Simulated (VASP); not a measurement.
# PbO (P4/nmm) in VASP: single point with HSE06

Aim: the single point of PbO with HSE06.

Program: VASP 6.6.1. These are calculated values, not measurements. Logs are shortened: lines on timing, memory, paths and dates and some standing lists are left out, and cuts for length are marked.

## 1. The cell of the first run

It takes space group P4/nmm (No. 129, tetragonal). The conventional cell has a = 3.988 Å, b = 3.988 Å, c = 5.085 Å, α = 90.00°, β = 90.00°, γ = 90.00°. Pb (site symmetry 4mm) has 4 O at 2.32 Å within 3.1 Å. Within 3.1 Å of O (site symmetry -4m2) lie 4 Pb at 2.32 Å and 4 O at 2.82 Å.

## 2. Single point, HSE06

Input file POSCAR:

```
PbO
1.0
    3.9881544075      0.0000000000      0.0000000000
    0.0000000000      3.9881544075      0.0000000000
    0.0000000000      0.0000000000      5.0850250093
Pb O
2 2
Direct
    0.0000000000      0.5000000000      0.2329192990
    0.5000000000      0.0000000000      0.7670807010
    0.0000000000      0.0000000000      0.0000000000
    0.5000000000      0.5000000000      0.0000000000
```

Input file INCAR.step1:

```
SYSTEM = PbO
PREC = Accurate
ENCUT = 520
EDIFF = 1E-5
ISMEAR = 0
SIGMA = 0.01
LREAL = .FALSE.
LASPH = .TRUE.
NELM = 60
ALGO = Normal
ISIF = 2
LWAVE = .TRUE.
LCHARG = .FALSE.
NBANDS = 28
GGA = PE
KPAR = 2
```

Input file INCAR.step2:

```
SYSTEM = PbO
PREC = Accurate
ENCUT = 520
EDIFF = 1E-6
ISMEAR = 0
SIGMA = 0.01
LREAL = .FALSE.
LASPH = .TRUE.
NELM = 60
ALGO = Normal
ISIF = 2
LWAVE = .FALSE.
LCHARG = .FALSE.
GGA = PE
LHFCALC = .TRUE.
HFSCREEN = 0.2079
PRECFOCK = Normal
NBANDS = 28
ISTART = 1
KPAR = 2
```

Input file KPOINTS:

```
regular mesh
0
G
  4 4 4
  0 0 0
```

Potentials or basis: VASP PAW PBE potentials, release 64 (Pb_d, O).

Started as:

```bash
$ cat potpaw_PBE.64/Pb_d/POTCAR potpaw_PBE.64/O/POTCAR > POTCAR
$ cp INCAR.step1 INCAR
$ mpirun -np 2 vasp_std > vasp.out
$ cp INCAR.step2 INCAR
$ mpirun -np 2 vasp_std > vasp.out
```

OUTCAR:

```text
SYSTEM = PbO
   PREC = Accurate
   ENCUT = 520
   EDIFF = 1E-6
   ISMEAR = 0
   LREAL = .FALSE.
   LASPH = .TRUE.
   NELM = 60
   ISIF = 2
   GGA = PE
   LHFCALC = .TRUE.
   HFSCREEN = 0.2079
   PRECFOCK = Normal
   ISTART = 1

 ion  position               nearest neighbor table
   1  0.000  0.500  0.233-   3 2.32   4 2.32   3 2.32   4 2.32   2 3.68   2 3.68   2 3.68   2 3.68
                             2 3.92   2 3.92   2 3.92   2 3.92
   2  0.500  0.000  0.767-   3 2.32   4 2.32   4 2.32   3 2.32   1 3.68   1 3.68   1 3.68   1 3.68
                             1 3.92   1 3.92   1 3.92   1 3.92
   3  0.000  0.000  0.000-   1 2.32   2 2.32   1 2.32   2 2.32
   4  0.500  0.500  0.000-   1 2.32   2 2.32   2 2.32   1 2.32

  LATTYP: Found a simple tetragonal cell.
 ALAT       =     3.9881544075
 C/A-ratio  =     1.2750321301

  Lattice vectors:

 A1 = (   3.9881544075,   0.0000000000,   0.0000000000)
 A2 = (   0.0000000000,   3.9881544075,   0.0000000000)
 A3 = (   0.0000000000,   0.0000000000,   5.0850250093)

Analysis of symmetry for initial positions (statically):
=====================================================================
 Subroutine PRICEL returns:
 Original cell was already a primitive cell.

 Routine SETGRP: Setting up the symmetry group for a
 simple tetragonal supercell.

 Subroutine GETGRP returns: Found 16 space group operations
 (whereof  8 operations were pure point group operations)
 out of a pool of 16 trial point group operations.

The static configuration has the point symmetry D_2d.
 The point group associated with its full space group is D_4h.

Analysis of symmetry for dynamics (positions and initial velocities):
=====================================================================
 Subroutine PRICEL returns:
 Original cell was already a primitive cell.

 Routine SETGRP: Setting up the symmetry group for a
 simple tetragonal supercell.

 Subroutine GETGRP returns: Found 16 space group operations
 (whereof  8 operations were pure point group operations)
 out of a pool of 16 trial point group operations.

The dynamic configuration has the point symmetry D_2d.
 The point group associated with its full space group is D_4h.

 Subroutine INISYM returns: Found 16 space group operations
 (whereof  8 operations are pure point group operations),
 and found     1 'primitive' translations

----------------------------------------------------------------------------------------

                                     Primitive cell

  volume of cell :      80.8792

  direct lattice vectors                    reciprocal lattice vectors
     3.988154408  0.000000000  0.000000000     0.250742549  0.000000000  0.000000000
     0.000000000  3.988154408  0.000000000     0.000000000  0.250742549  0.000000000
     0.000000000  0.000000000  5.085025009     0.000000000  0.000000000  0.196655867

  length of vectors
     3.988154408  3.988154408  5.085025009     0.250742549  0.250742549  0.196655867

  position of ions in fractional coordinates (direct lattice)
     0.000000000  0.500000000  0.232919299
     0.500000000  0.000000000  0.767080701
     0.000000000  0.000000000  0.000000000
     0.500000000  0.500000000  0.000000000

  ion indices of the primitive-cell ions
   primitive index   ion index
                 1           1
                 2           2
                 3           3
                 4           4

----------------------------------------------------------------------------------------

 KPOINTS: regular mesh

Automatic generation of k-mesh.
 Grid dimensions read from file:
 generate k-points for:    4    4    4

 Generating k-lattice:

  Cartesian coordinates                     Fractional coordinates (reciprocal lattice)
     0.062685637  0.000000000  0.000000000     0.250000000  0.000000000  0.000000000
     0.000000000  0.062685637  0.000000000     0.000000000  0.250000000  0.000000000
     0.000000000  0.000000000  0.049163967     0.000000000  0.000000000  0.250000000

  Length of vectors
     0.062685637  0.062685637  0.049163967

  Shift w.r.t. Gamma in fractional coordinates (k-lattice)
     0.000000000  0.000000000  0.000000000

 Subroutine IBZKPT returns following result:
 ===========================================

 Found     18 irreducible k-points:

 Following reciprocal coordinates:
            Coordinates               Weight
  0.000000  0.000000  0.000000      1.000000
  0.250000  0.000000  0.000000      4.000000
  0.500000  0.000000  0.000000      2.000000
  0.250000  0.250000  0.000000      4.000000
  0.500000  0.250000  0.000000      4.000000
  0.500000  0.500000  0.000000      1.000000
[... 10 lines left out ...]
  0.500000  0.250000  0.500000      4.000000
  0.500000  0.500000  0.500000      1.000000
   k-points           NKPTS =     18   k-points in BZ     NKDIM =     64   number of bands    NBANDS=     28
   number of dos      NEDOS =    301   number of ions     NIONS =      4
   total plane-waves  NPLWV =  36000
   dimension x,y,z NGX =    30 NGY =   30 NGZ =   40
   dimension x,y,z NGXF=    60 NGYF=   60 NGZF=   80
   ions per type =               2   2
   NGX,Y,Z   is equivalent  to a cutoff of  12.51, 12.51, 13.08 a.u.
   NGXF,Y,Z  is equivalent  to a cutoff of  25.01, 25.01, 26.15 a.u.
 SYSTEM =  PbO
   PREC   = accura    normal or accurate (medium, high low for compatibility)
   ISTART =      1    job   : 0-new  1-cont  2-samecut
   ICHARG =      0    charge: 1-file 2-atom 10-const
   ISPIN  =      1    spin polarized calculation?
   LNONCOLLINEAR =      F non collinear calculations
   LSORBIT =      F    spin-orbit coupling
   LASPH  =      T    aspherical Exc in radial PAW
   ENCUT  =  520.0 eV  38.22 Ry    6.18 a.u.   7.42  7.42  9.45*2*pi/ulx,y,z
   NELM   =     60;   NELMIN=  2; NELMDL=  0     # of ELM steps
   EDIFF  = 0.1E-05   stopping-criterion for ELM
   LREAL  =      F    real-space projection
   EDIFFG = 0.1E-04   stopping-criterion for IOM
   NSW    =      0    number of steps for IOM
   IBRION =     -1    ionic relax: 0-MD 1-quasi-New 2-CG
   NFREE  =      0    steps in history (QN), initial steepest desc. (CG)
   ISIF   =      2    stress and relaxation
   ISYM   =      3    0-nonsym 1-usesym 2-fastsym
   POTIM  = 0.5000    time-step for ionic-motion
   TEBEG  =    0.0;   TEEND  =   0.0 temperature during run
   PSTRESS=    0.0 pullay stress
   NELECT =      40.0000    total number of electrons
   NUPDOWN=      -1.0000    fix difference up-down
   EMIN   =  10.00;   EMAX   =-10.00  energy-range for DOS
   EFERMI =   0.00;   METHOD = LEGACY
   ISMEAR =     0;   SIGMA  =   0.01  broadening in eV -4-tet -1-fermi 0-gaus
   EFERMI_NEDOS =   21; number of points for ismear=-14 and -15
   IALGO  =     38    algorithm
   IMIX   =      1    mixing-type and parameters
     AMIX     =   0.40;   BMIX     =  1.00
     AMIX_MAG =   1.60;   BMIX_MAG =  1.00
  volume/ion in A,a.u.               =      20.22       136.45
  Fermi-wavevector in a.u.,A,eV,Ry     =   1.294640  2.446516 22.804640  1.676094
  Thomas-Fermi vector in A             =   2.426210
   LORBIT       =      0    0 simple, 1 ext, 2 COOP (PROOUT), +10 PAW based schemes
   GGA     = PE    functional components
   LHFCALC =     T    Hartree Fock is set to
   PRECFOCK=normal    Normal, Fast or Accurate (Low or Medium for compatibility)
   ENCUT4O =  -1.0   cutoff for four orbital integrals eV
   NKREDX  =     1    reduce k-point grid by
   NKREDY  =     1    reduce k-point grid by
   NKREDZ  =     1    reduce k-point grid by
   AEXX    =    0.2500 exact exchange contribution
   HFSCREEN=    0.2079 screening length (either q_TF or 0.3 A-1)
   HFSCREENC=   0.2079 screening length for correlation (either q_TF or 0.3 A-1)
   ENCUTFOCK=  -1.0 apply spherical cutoff to Coloumb kernel
   IVDW    =     0    specifies the selected vdW correction
   LEPSILON=     F    determine dielectric tensor
   LRPA    =     F    only Hartree local field effects (RPA)
 non-spin polarized calculation
 Gauss-broadening in eV      SIGMA  =   0.01
  energy-cutoff  :      520.00
  volume of cell :       80.88
 maximum number of plane-waves:      2215
 NGX is ok and might be reduce to    30
  NGX = 24; NGY = 24; NGZ = 30

 number of electron      39.9999997 magnetization

 Free energy of the ion-electron system (eV)
  ---------------------------------------------------
  ext. energy  EPLUGINS =         0.00000000
  ---------------------------------------------------
  free energy    TOTEN  =       -26.47462985 eV

  energy without entropy =      -26.47462985  energy(sigma->0) =      -26.47462985

 E-fermi :   4.5334     XC(G=0):  -8.0437

 val. band max:        4.4457140383   @ k =   0.0000   0.0000   0.0000
 cond. band min:       6.4372085865   @ k =   0.5000   0.5000   0.0000
 fundamental gap:      1.9914945482
 Fermi energy:         4.5334273697

 k-point     1 :       0.0000    0.0000    0.0000
  band No.  band energies     occupation
      1     -15.9889      2.00000
      2     -15.3432      2.00000
      3     -13.1059      2.00000
      4     -13.1059      2.00000
      5     -13.0447      2.00000
      6     -13.0271      2.00000
[... 20 lines left out ...]
     27      12.9734      0.00000
     28      13.4899      0.00000

 k-point     2 :       0.2500    0.0000    0.0000
  band No.  band energies     occupation
      1     -15.8523      2.00000
      2     -15.4027      2.00000
      3     -13.0784      2.00000
      4     -13.0706      2.00000
      5     -13.0083      2.00000
      6     -12.9835      2.00000
[... 20 lines left out ...]
     27      13.4757      0.00000
     28      16.5054      0.00000

 k-point     3 :       0.5000    0.0000    0.0000
  band No.  band energies     occupation
      1     -15.5916      2.00000
      2     -15.5916      2.00000
      3     -13.0165      2.00000
      4     -13.0165      2.00000
      5     -13.0073      2.00000
      6     -13.0073      2.00000
[... 430 lines left out ...]
      3     -13.0200      2.00000
      4     -13.0200      2.00000
      5     -12.9665      2.00000
      6     -12.9665      2.00000
[... 20 lines left out ...]
     27      16.3322      0.00000
     28      16.3322      0.00000

 k-point    18 :       0.5000    0.5000    0.5000
  band No.  band energies     occupation
      1     -15.5472      2.00000
      2     -15.5472      2.00000
      3     -12.9590      2.00000
      4     -12.9590      2.00000
      5     -12.9260      2.00000
      6     -12.9260      2.00000
[... 20 lines left out ...]
     27      16.4750      0.00000
     28      16.4750      0.00000

------------------------ aborting loop because EDIFF is reached ----------------------------------------

  FORCE on cell =-STRESS in cart. coord.  units (eV):
  Direction    XX          YY          ZZ          XY          YZ          ZX
  --------------------------------------------------------------------------------------
  -------------------------------------------------------------------------------------
  Total        0.0214851      0.0214851      0.1666381      0.0000000      0.0000000      0.0000000
  in kB        0.4256083      0.4256083      3.3010185      0.0000000      0.0000000      0.0000000
  external PRESSURE =       1.3840783 kB  Pullay stress =       0.0000000 kB

 VOLUME and BASIS-vectors are now :
 -----------------------------------------------------------------------------
  energy-cutoff  :      520.00
  volume of cell :       80.88
      direct lattice vectors                 reciprocal lattice vectors
     3.988154408  0.000000000  0.000000000     0.250742549  0.000000000  0.000000000
     0.000000000  3.988154408  0.000000000     0.000000000  0.250742549  0.000000000
     0.000000000  0.000000000  5.085025009     0.000000000  0.000000000  0.196655867

 POSITION                                       TOTAL-FORCE (eV/Angst)
 -----------------------------------------------------------------------------------
      0.00000      1.99408      1.18440         0.000000      0.000000     -0.224809
      1.99408      0.00000      3.90062         0.000000     -0.000000      0.224809
      0.00000      0.00000      0.00000        -0.000000     -0.000000      0.000000
      1.99408      1.99408      0.00000         0.000000      0.000000      0.000000
 -----------------------------------------------------------------------------------
    total drift:                                0.000005     -0.000002     -0.000005

  FREE ENERGIE OF THE ION-ELECTRON SYSTEM (eV)
  ---------------------------------------------------
  free  energy   TOTEN  =       -26.4746298477 eV

  energy  without entropy=      -26.4746298477  energy(sigma->0) =      -26.47462985
```

Wall time 41 min (2 MPI ranks of AMD EPYC 7R13 (Zen 3), shared host); peak memory 0.3 GiB.

Results:

| Quantity | Value |
| --- | --- |
| Free energy | -26.4746 eV |
| Pressure | 0.1 GPa |
| Largest force | 0.225 eV/Å |
| Band gap on the k mesh | 1.99 eV (least direct gap 3.16 eV) |

Forces on the atoms (eV/Å):
```
Pb   0.000  0.000 -0.225
Pb   0.000  0.000  0.225
O    0.000  0.000  0.000
O    0.000  0.000  0.000
```

Stress tensor (GPa, compression positive):
```
0.04 0.00 0.00
0.00 0.04 0.00
0.00 0.00 0.33
```

Caveat: the PAW data sets were made with another functional, which shifts forces and pressure a little; spin-orbit coupling is left out, which moves the levels of the heavy elements.
